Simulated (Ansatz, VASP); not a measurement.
## TiCo in VASP and in Ansatz

```
CELL_PARAMETERS angstrom
-1.56164 -1.56164 -3.57625
-1.56164 -3.57625 -1.56164
-3.57625 -1.56164 -1.56164
ATOMIC_POSITIONS crystal
Co 0.00000 0.00000 0.00000
Ti 0.50000 0.50000 0.50000
```

Alike in both runs: task single point; functional r2SCAN; k mesh 18 × 18 × 18; occupations gaussian, width 0.1 eV; no spin polarisation.

|  | VASP | Ansatz |
| --- | --- | --- |
| version | VASP 6.6.1 | Ansatz 0.2.0 |
| potentials or method | VASP PAW PBE potentials, release 64 (Co, Ti_sv), cutoff 520 eV | scalar-relativistic, plane waves, PAW |
| valence electrons in the cell | 21 | 29 |

VASP gave:

- gap on the k mesh at the Fermi level (eV): none
- pressure (GPa): -4.1

**Question.** What did Ansatz give for the same quantities?

**Answer.** gap on the k mesh at the Fermi level (eV): none; pressure (GPa): -4.5.

VASP's potentials were made for PBE, not for r2SCAN. A gap of «none» marks a metal or a gap that the smearing closes. With one functional, cell and mesh, what is left measures potentials, basis and numerics. VASP's potentials hold 21 valence electrons a cell and Ansatz's 29, so a difference there can come from the potentials and not from the codes.
